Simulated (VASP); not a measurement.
# Al32N (a cell with a defect) in VASP: further runs

Runs on Al32N (a cell with a defect). Level: PBE. Tasks: single point.

All numbers are computed with VASP 6.6.1; they aren't measurements. Logs are shortened: lines on timing, memory, paths and dates and some standing lists are left out, and cuts for length are marked.

## 1. The cell of the first run

The cell holds a defect, 33 atoms: a = 8.100 Å, b = 8.100 Å, c = 8.100 Å, α = 90.00°, β = 90.00°, γ = 90.00°.

## 2. Single point, PBE

INCAR

```
SYSTEM = Al32N
PREC = Accurate
ENCUT = 520
EDIFF = 1E-6
ISMEAR = 0
SIGMA = 0.1
LREAL = Auto
LASPH = .True.
NELM = 120
ALGO = Normal
ISIF = 2
LWAVE = .False.
LCHARG = .False.
GGA = PE
NBANDS = 72
GGA_COMPAT = .False.
```

KPOINTS

```
regular mesh
0
Gamma
  3 3 3
  0 0 0
```

POSCAR

```
Al32N
1.0
    8.1000000000      0.0000000000      0.0000000000
    0.0000000000      8.1000000000      0.0000000000
    0.0000000000      0.0000000000      8.1000000000
Al N
32 1
Direct
    0.5009943210     -0.0004113580      0.0027313580
    0.7459703704      0.2510695062     -0.0010825926
    0.7611511111      0.0000490123      0.2499881481
   -0.0033049383      0.0048635802     -0.0146709877
    0.2472767901      0.2505549383     -0.0005467901
    0.4986283951      0.5000639506     -0.0010192593
    0.7488813580      0.7532877778      0.0004313580
    0.2508609877      0.0083424691      0.2417072840
    0.5009858025      0.2473355556      0.2504054321
    0.7393441975      0.4985906173      0.2510653086
    0.4963662963      0.0004334568      0.4971198765
    0.7489579012      0.2495532099      0.4966841975
    0.7393570370     -0.0010841975      0.7514124691
   -0.0010014815      0.4972755556     -0.0071860494
    0.2475890123      0.7507267901     -0.0070014815
   -0.0032841975      0.2647881481      0.2451377778
    0.2556941975      0.5006664198      0.2492120988
    0.4963537037      0.7528588889      0.2495897531
   -0.0082814815      0.0089655556      0.5303181481
    0.2475577778      0.2570067901      0.4992729630
    0.4990118519      0.4961459259      0.5015908642
    0.7367606173      0.7464687654      0.5035466667
    0.2556971605      0.0008039506      0.7493829630
    0.4986451852      0.2510219753      0.7499116049
    0.7451428395      0.4982145679      0.7517674074
   -0.0083264198      0.7196062963      0.2409928395
   -0.0034562963      0.4998291358      0.5042298765
    0.2445411111      0.7518743210      0.4981765432
   -0.0009922222      0.2571793827      0.7527219753
    0.2502141975      0.4979249383      0.7520843210
    0.4989976543      0.7483898765      0.7538437037
   -0.0034617284      0.7457769136      0.7502213580
    0.0760262963      0.9023445679      0.3475600000
```

Potentials or basis: VASP PAW PBE potentials, release 64 (Al, N).

Run with:

```
$ cat potpaw_PBE.64/Al/POTCAR potpaw_PBE.64/N/POTCAR > POTCAR
$ mpirun -np 1 vasp_std > vasp.out
```

OUTCAR:

```text
SYSTEM = Al32N
   PREC = Accurate
   ENCUT = 520
   EDIFF = 1E-6
   ISMEAR = 0
   LREAL = Auto
   LASPH = .True.
   NELM = 120
   ISIF = 2
   GGA = PE

 ion  position               nearest neighbor table
   1  0.501  1.000  0.003-   8 2.80  13 2.81  18 2.83   7 2.83   9 2.84   2 2.84  23 2.86  31 2.86
                            15 2.88  24 2.89   5 2.89   3 2.91
   2  0.746  0.251  0.999-  25 2.83  24 2.84   6 2.84   1 2.84   9 2.84   4 2.85  16 2.85  29 2.86
                            14 2.86  13 2.86  10 2.86   3 2.88
   3  0.761  0.000  0.250-  12 2.84   7 2.84   4 2.87  16 2.87   2 2.88   1 2.91   9 2.91  22 2.91
                            11 2.93  18 2.93  19 2.94  26 2.94
   4  0.997  0.005  0.985-  29 2.78  13 2.82  32 2.83  23 2.84   5 2.84   2 2.85   7 2.86   3 2.87
                            15 2.89   8 2.92  16 2.98  26 3.10
   5  0.247  0.251  0.999-   8 2.77  30 2.83  14 2.84  29 2.84  16 2.84   4 2.84  23 2.86  17 2.86
                             6 2.87  24 2.87   9 2.89   1 2.89
   6  0.499  0.500  0.999-  10 2.82  17 2.82  31 2.83  25 2.83  30 2.84   2 2.84  24 2.85   5 2.87
                            15 2.87  18 2.88   7 2.88   9 2.89
   7  0.749  0.753  0.000-  26 2.78   1 2.83  13 2.83  31 2.84   3 2.84  32 2.85   4 2.86  18 2.87
                             6 2.88  25 2.89  10 2.90  14 2.90
   8  0.251  0.008  0.242-  33 1.86   5 2.77   1 2.80   9 2.80  11 2.87  18 2.87  20 2.90  15 2.90
                             4 2.92  16 2.92  28 2.94  19 3.14  26 3.14
   9  0.501  0.247  0.250-   8 2.80  10 2.81  11 2.83  12 2.83   1 2.84   2 2.84  17 2.86  21 2.86
[... 32 lines left out ...]
                            27 2.86  32 2.86   7 2.89  12 2.89
  26  0.992  0.720  0.241-  33 1.84  14 2.70  10 2.72  27 2.78  17 2.78   7 2.78  15 2.90  28 2.93
                             3 2.94  22 2.97   4 3.10   8 3.14  19 3.31
  27  0.997  0.500  0.504-  26 2.78  29 2.81  32 2.82  20 2.83  16 2.83  12 2.85  25 2.86  28 2.86
                            30 2.87  22 2.90  10 2.92  17 2.95
  28  0.245  0.752  0.498-  33 2.20  27 2.86  32 2.86  23 2.87  11 2.87  18 2.87  17 2.87  30 2.91
                            31 2.92  21 2.92  19 2.93  26 2.93   8 2.94
  29  0.999  0.257  0.753-  19 2.70  14 2.75   4 2.78  27 2.81  30 2.82  25 2.84   5 2.84   2 2.86
                            20 2.88  12 2.90  23 2.94  13 2.97
  30  0.250  0.498  0.752-  14 2.82  29 2.82  15 2.83  20 2.83   5 2.83   6 2.84  24 2.84  31 2.86
                            21 2.86  27 2.87  32 2.87  28 2.91
  31  0.499  0.748  0.754-  22 2.80  15 2.81  13 2.81   6 2.83  23 2.84  25 2.84   7 2.84  30 2.86
                             1 2.86  21 2.89  11 2.91  28 2.92
  32  0.997  0.746  0.750-  19 2.78  14 2.81  27 2.82  15 2.83   4 2.83   7 2.85  25 2.86  28 2.86
                            30 2.87  22 2.90  13 2.92  23 2.95
  33  0.076  0.902  0.348-  26 1.84  19 1.84   8 1.86  28 2.20

  LATTYP: Found a simple cubic cell.
 ALAT       =     8.1000000000

  Lattice vectors:

 A1 = (   8.1000000000,   0.0000000000,   0.0000000000)
 A2 = (   0.0000000000,   8.1000000000,   0.0000000000)
 A3 = (   0.0000000000,   0.0000000000,   8.1000000000)

Analysis of symmetry for initial positions (statically):
=====================================================================
 Subroutine PRICEL returns:
 Original cell was already a primitive cell.

 Routine SETGRP: Setting up the symmetry group for a
 simple cubic supercell.

 Subroutine GETGRP returns: Found  1 space group operations
 (whereof  1 operations were pure point group operations)
 out of a pool of 48 trial point group operations.

The static configuration has the point symmetry C_1 .

Analysis of symmetry for dynamics (positions and initial velocities):
=====================================================================
 Subroutine PRICEL returns:
 Original cell was already a primitive cell.

 Routine SETGRP: Setting up the symmetry group for a
 simple cubic supercell.

 Subroutine GETGRP returns: Found  1 space group operations
 (whereof  1 operations were pure point group operations)
 out of a pool of 48 trial point group operations.

The dynamic configuration has the point symmetry C_1 .

 Subroutine INISYM returns: Found  1 space group operations
 (whereof  1 operations are pure point group operations),
 and found     1 'primitive' translations

----------------------------------------------------------------------------------------

                                     Primitive cell

  volume of cell :     531.4410

  direct lattice vectors                    reciprocal lattice vectors
     8.100000000  0.000000000  0.000000000     0.123456790  0.000000000  0.000000000
     0.000000000  8.100000000  0.000000000     0.000000000  0.123456790  0.000000000
     0.000000000  0.000000000  8.100000000     0.000000000  0.000000000  0.123456790

  length of vectors
     8.100000000  8.100000000  8.100000000     0.123456790  0.123456790  0.123456790

  position of ions in fractional coordinates (direct lattice)
     0.500994321  0.999588642  0.002731358
     0.745970370  0.251069506  0.998917407
     0.761151111  0.000049012  0.249988148
     0.996695062  0.004863580  0.985329012
     0.247276790  0.250554938  0.999453210
     0.498628395  0.500063951  0.998980741
[... 25 lines left out ...]
     0.996538272  0.745776914  0.750221358
     0.076026296  0.902344568  0.347560000

  ion indices of the primitive-cell ions
   primitive index   ion index
                 1           1
                 2           2
                 3           3
                 4           4
                 5           5
                 6           6
[... 25 lines left out ...]
                32          32
                33          33

----------------------------------------------------------------------------------------

 KPOINTS: regular mesh

Automatic generation of k-mesh.
 Grid dimensions read from file:
 generate k-points for:    3    3    3

 Generating k-lattice:

  Cartesian coordinates                     Fractional coordinates (reciprocal lattice)
     0.041152263  0.000000000  0.000000000     0.333333333  0.000000000  0.000000000
     0.000000000  0.041152263  0.000000000     0.000000000  0.333333333  0.000000000
     0.000000000  0.000000000  0.041152263     0.000000000  0.000000000  0.333333333

  Length of vectors
     0.041152263  0.041152263  0.041152263

  Shift w.r.t. Gamma in fractional coordinates (k-lattice)
     0.000000000  0.000000000  0.000000000

 Subroutine IBZKPT returns following result:
 ===========================================

 Found     14 irreducible k-points:

 Following reciprocal coordinates:
            Coordinates               Weight
  0.000000  0.000000  0.000000      1.000000
  0.333333  0.000000  0.000000      2.000000
  0.000000  0.333333  0.000000      2.000000
  0.000000  0.000000  0.333333      2.000000
  0.333333  0.333333  0.000000      2.000000
  0.000000  0.333333  0.333333      2.000000
  0.333333  0.000000  0.333333      2.000000
 -0.333333  0.333333  0.000000      2.000000
 -0.333333  0.000000  0.333333      2.000000
  0.000000 -0.333333  0.333333      2.000000
  0.333333  0.333333  0.333333      2.000000
 -0.333333  0.333333  0.333333      2.000000
 -0.333333 -0.333333  0.333333      2.000000
  0.333333 -0.333333  0.333333      2.000000
   k-points           NKPTS =     14   k-points in BZ     NKDIM =     14   number of bands    NBANDS=     72
   number of dos      NEDOS =    301   number of ions     NIONS =     33
   total plane-waves  NPLWV = 216000
   dimension x,y,z NGX =    60 NGY =   60 NGZ =   60
   dimension x,y,z NGXF=   120 NGYF=  120 NGZF=  120
   ions per type =              32   1
   NGX,Y,Z   is equivalent  to a cutoff of  12.31, 12.31, 12.31 a.u.
   NGXF,Y,Z  is equivalent  to a cutoff of  24.63, 24.63, 24.63 a.u.
 SYSTEM =  Al32N
   PREC   = accura    normal or accurate (medium, high low for compatibility)
   ISTART =      0    job   : 0-new  1-cont  2-samecut
   ICHARG =      2    charge: 1-file 2-atom 10-const
   ISPIN  =      1    spin polarized calculation?
   LNONCOLLINEAR =      F non collinear calculations
   LSORBIT =      F    spin-orbit coupling
   LASPH  =      T    aspherical Exc in radial PAW
   ENCUT  =  520.0 eV  38.22 Ry    6.18 a.u.  15.06 15.06 15.06*2*pi/ulx,y,z
   NELM   =    120;   NELMIN=  2; NELMDL= -5     # of ELM steps
   EDIFF  = 0.1E-05   stopping-criterion for ELM
   LREAL  =      T    real-space projection
   EDIFFG = 0.1E-04   stopping-criterion for IOM
   NSW    =      0    number of steps for IOM
   IBRION =     -1    ionic relax: 0-MD 1-quasi-New 2-CG
   NFREE  =      0    steps in history (QN), initial steepest desc. (CG)
   ISIF   =      2    stress and relaxation
   ISYM   =      2    0-nonsym 1-usesym 2-fastsym
   POTIM  = 0.5000    time-step for ionic-motion
   TEBEG  =    0.0;   TEEND  =   0.0 temperature during run
   PSTRESS=    0.0 pullay stress
   NELECT =     101.0000    total number of electrons
   NUPDOWN=      -1.0000    fix difference up-down
   EMIN   =  10.00;   EMAX   =-10.00  energy-range for DOS
   EFERMI =   0.00;   METHOD = LEGACY
   ISMEAR =     0;   SIGMA  =   0.10  broadening in eV -4-tet -1-fermi 0-gaus
   EFERMI_NEDOS =   21; number of points for ismear=-14 and -15
   IALGO  =     38    algorithm
   IMIX   =      4    mixing-type and parameters
     AMIX     =   0.40;   BMIX     =  1.00
     AMIX_MAG =   1.60;   BMIX_MAG =  1.00
  volume/ion in A,a.u.               =      16.10       108.68
  Fermi-wavevector in a.u.,A,eV,Ry     =   0.941233  1.778672 12.053656  0.885919
  Thomas-Fermi vector in A             =   2.068723
   LORBIT       =      0    0 simple, 1 ext, 2 COOP (PROOUT), +10 PAW based schemes
   GGA     = PE    functional components
   LHFCALC =     F    Hartree Fock is set to
   AEXX    =    0.0000 exact exchange contribution
   IVDW    =     0    specifies the selected vdW correction
   LEPSILON=     F    determine dielectric tensor
   LRPA    =     F    only Hartree local field effects (RPA)
 non-spin polarized calculation
 Gauss-broadening in eV      SIGMA  =   0.10
  energy-cutoff  :      520.00
  volume of cell :      531.44
 maximum number of plane-waves:     14358
   NGX = 31   NGY = 31   NGZ = 31

 number of electron     101.0000000 magnetization

 Free energy of the ion-electron system (eV)
  ---------------------------------------------------
  ext. energy  EPLUGINS =         0.00000000
  ---------------------------------------------------
  free energy    TOTEN  =      -129.08335688 eV

  energy without entropy =     -129.05099511  energy(sigma->0) =     -129.06717599

 E-fermi :   7.9115     XC(G=0): -10.2361

 val. band max:        7.8966918667   @ k =   0.3333   0.0000   0.0000
 cond. band min:       7.9178267910   @ k =   0.0000   0.0000   0.3333
 fundamental gap:      0.0211349243
 Fermi energy:         7.9115466281

 k-point     1 :       0.0000    0.0000    0.0000
  band No.  band energies     occupation
      1      -7.6921      2.00000
      2      -2.9219      2.00000
      3      -0.9997      2.00000
      4      -0.9622      2.00000
      5      -0.9002      2.00000
      6      -0.8783      2.00000
[... 899 lines left out ...]
     61       9.6994      0.00000
     62       9.8169      0.00000
 [bands above 62 left out]

------------------------ aborting loop because EDIFF is reached ----------------------------------------

  FORCE on cell =-STRESS in cart. coord.  units (eV):
  Direction    XX          YY          ZZ          XY          YZ          ZX
  --------------------------------------------------------------------------------------
  -------------------------------------------------------------------------------------
  Total        1.9794759      4.1915517      4.1810748      1.1688197      0.6275965     -1.1682307
  in kB        5.9676830     12.6366033     12.6050179      3.5237334      1.8920650     -3.5219578
  external PRESSURE =      10.4031014 kB  Pullay stress =       0.0000000 kB

 VOLUME and BASIS-vectors are now :
 -----------------------------------------------------------------------------
  energy-cutoff  :      520.00
  volume of cell :      531.44
      direct lattice vectors                 reciprocal lattice vectors
     8.100000000  0.000000000  0.000000000     0.123456790  0.000000000  0.000000000
     0.000000000  8.100000000  0.000000000     0.000000000  0.123456790  0.000000000
     0.000000000  0.000000000  8.100000000     0.000000000  0.000000000  0.123456790

 POSITION                                       TOTAL-FORCE (eV/Angst)
 -----------------------------------------------------------------------------------
      4.05805      8.09667      0.02212         0.005886     -0.011802     -0.022255
      6.04236      2.03366      8.09123        -0.024107      0.028860     -0.028572
      6.16532      0.00040      2.02490        -0.322221      0.069903     -0.071185
      8.07323      0.03939      7.98116        -0.024279     -0.014222      0.081312
      2.00294      2.02950      8.09557         0.004831      0.032799     -0.032880
      4.03889      4.05052      8.09174         0.003538     -0.004381     -0.004200
[... 25 lines left out ...]
      8.07196      6.04079      6.07679        -0.019225      0.027390      0.020834
      0.61581      7.30899      2.81524         1.040388     -0.656929      0.662181
 -----------------------------------------------------------------------------------
    total drift:                               -0.024647     -0.000001     -0.000491

  FREE ENERGIE OF THE ION-ELECTRON SYSTEM (eV)
  ---------------------------------------------------
  free  energy   TOTEN  =      -129.0833568781 eV

  energy  without entropy=     -129.0509951063  energy(sigma->0) =     -129.06717599
```

Run time: 11 min. Hardware: 1 thread of Intel Xeon 6975P-C (Granite Rapids), shared host; peak memory 0.65 GiB.

What came out:

| Quantity | Value |
| --- | --- |
| Free energy | -129.0834 eV |
| Pressure | 1.0 GPa |
| Largest force | 1.397 eV/Å |
| Band gap on the k mesh | zero (an odd number of electrons rules out a gap without spin polarisation) |

Forces on the atoms (eV/Å):
```
Al   0.006 -0.012 -0.022
Al  -0.024  0.029 -0.029
Al  -0.322  0.070 -0.071
Al  -0.024 -0.014  0.081
Al   0.005  0.033 -0.033
Al   0.004 -0.004 -0.004
Al  -0.022 -0.002  0.000
Al   0.103  0.117 -0.118
Al   0.006  0.021  0.013
Al   0.000 -0.031  0.015
Al  -0.009  0.008  0.013
Al  -0.023  0.001  0.003
Al   0.001 -0.015  0.031
Al   0.019 -0.017  0.010
Al   0.011 -0.011  0.003
Al  -0.025 -0.085  0.015
Al  -0.039 -0.015 -0.016
Al  -0.008 -0.012 -0.008
Al  -0.133  0.094 -0.086
Al   0.012 -0.003  0.012
Al  -0.041  0.057 -0.001
Al   0.038  0.030 -0.031
Al  -0.040  0.016  0.014
Al   0.004  0.003  0.004
Al  -0.003  0.000  0.000
Al  -0.132  0.088 -0.094
Al  -0.020 -0.022 -0.026
Al  -0.327  0.268 -0.269
Al   0.018 -0.012  0.017
Al  -0.016  0.048 -0.049
Al  -0.040  0.001 -0.057
Al  -0.019  0.027  0.021
N    1.040 -0.657  0.662
```

Stress tensor (GPa, compression positive):
```
 0.60  0.35 -0.35
 0.35  1.26  0.19
-0.35  0.19  1.26
```

## 3. Single point, PBE

INCAR

```
SYSTEM = Al32N
ALGO     = Normal         ! electronic algorithm
EDIFF    = 1E-6           ! SCF threshold, eV
ENCUT    = 520            ! plane-wave cutoff, eV
GGA      = PE             ! functional
GGA_COMPAT= .FALSE.      
ISIF     = 2              ! what is computed and relaxed
ISMEAR   = 0              ! smearing method
LASPH    = .TRUE.         ! aspherical terms in the spheres
LCHARG   = .FALSE.        ! write CHGCAR
LREAL    = Auto         
LWAVE    = .FALSE.        ! write WAVECAR
NBANDS   = 72             ! bands
NELM     = 120            ! most SCF steps
PREC     = Accurate       ! precision mode
SIGMA    = 0.1            ! smearing width, eV
```

KPOINTS

```
k-points
0
G
  3 3 3
  0 0 0
```

POSCAR

```
Al32N
1.0
    8.1000000000      0.0000000000      0.0000000000
    0.0000000000      8.1000000000      0.0000000000
    0.0000000000      0.0000000000      8.1000000000
Al N
32 1
Direct
    0.4985706173      0.0015479012     -0.0031593827
    0.7454500000      0.2518917284     -0.0019298765
    0.7378571605      0.0033329630      0.2466018519
   -0.0035408642      0.0037081481     -0.0006693827
    0.2497593827      0.2516701235     -0.0016692593
    0.4986850617      0.4991979012     -0.0003819753
    0.7403018519      0.7514565432     -0.0020840741
    0.2432562963     -0.0029293827      0.2529200000
    0.4985564198      0.2531429630      0.2483676543
    0.7482591358      0.5002443210      0.2524969136
    0.4965675309     -0.0017246914      0.5002083951
    0.7400864198      0.2520480247      0.4984502469
    0.7482524691     -0.0025297531      0.7497281481
   -0.0007569136      0.4941318519     -0.0030985185
    0.2542258025      0.7492853086      0.0000493827
   -0.0035493827      0.2506664198      0.2459719753
    0.2479379012      0.4935217284      0.2500641975
    0.4965413580      0.7497487654      0.2515844444
   -0.0097608642      0.0275317284      0.5091867901
    0.2544316049      0.2499627160      0.5006728395
    0.5008251852      0.5018733333      0.4990391358
    0.7552240741      0.7494317284      0.5005327160
    0.2480145679     -0.0000403704      0.7565146914
    0.4987113580      0.2503523457      0.7507866667
    0.7460929630      0.4989562963      0.7509659259
   -0.0097671605      0.7407404938      0.2230197531
   -0.0037237037      0.4878676543      0.5038779012
    0.2533319753      0.7410535802      0.5088983951
   -0.0007330864      0.2530332099      0.7561133333
    0.2472497531      0.4992966667      0.7506419753
    0.5007969136      0.7508988889      0.7481766667
   -0.0037060494      0.7460703704      0.7616828395
    0.0842587654      0.8512993827      0.3990381481
```

Potentials or basis: VASP PAW PBE potentials, release 64 (Al, N).

Run with:

```
$ cat potpaw_PBE.64/Al/POTCAR potpaw_PBE.64/N/POTCAR > POTCAR
$ mpirun -np 1 vasp_std > vasp.out
```

It took 12 min on 1 thread of Intel Xeon Platinum 8259CL at 2.50GHz (Skylake/Cascade Lake), shared host; peak memory 0.66 GiB.

Results (log left out):

```yaml
Free_energy: -129.2356 eV
Pressure: 1.0 GPa
Largest_force: 1.445 eV/Å
Band_gap_on_the_k_mesh: zero (an odd number of electrons rules out a gap without spin polarisation)
```

Forces on the atoms (eV/Å):
```
Al  -0.038 -0.004  0.051
Al  -0.001 -0.002  0.002
Al   0.031 -0.031  0.031
Al  -0.020 -0.025 -0.016
Al  -0.019 -0.045  0.045
Al   0.002 -0.005 -0.006
Al   0.001  0.012 -0.027
Al  -0.291 -0.252  0.253
Al  -0.038 -0.052  0.004
Al  -0.030 -0.008 -0.002
Al  -0.007  0.009  0.013
Al   0.002  0.027 -0.012
Al  -0.028  0.002  0.007
Al   0.013  0.007 -0.014
Al  -0.042 -0.016 -0.011
Al  -0.020  0.017  0.028
Al   0.007 -0.001 -0.010
Al  -0.009 -0.013 -0.010
Al  -0.133 -0.103  0.097
Al  -0.044  0.012  0.016
Al   0.005 -0.032 -0.012
Al  -0.269 -0.062  0.063
Al   0.006  0.009  0.001
Al   0.002  0.006  0.005
Al  -0.024 -0.028  0.028
Al  -0.134 -0.098  0.098
Al  -0.024  0.067 -0.006
Al   0.080 -0.109  0.110
Al   0.013  0.015 -0.007
Al   0.001 -0.032  0.033
Al   0.005  0.013  0.032
Al  -0.026  0.008 -0.061
N    1.030  0.713 -0.721
```

Stress tensor (GPa, compression positive):
```
 0.74 -0.30  0.31
-0.30  1.18  0.19
 0.31  0.19  1.17
```

Levels at points of the mesh, in eV from the Fermi level:
```
           k point  band 48  band 49  band 50  band 51  band 52  band 53
(0.00, 0.00, 0.00)    -0.36     0.18     0.18     0.26     0.46     0.49
```
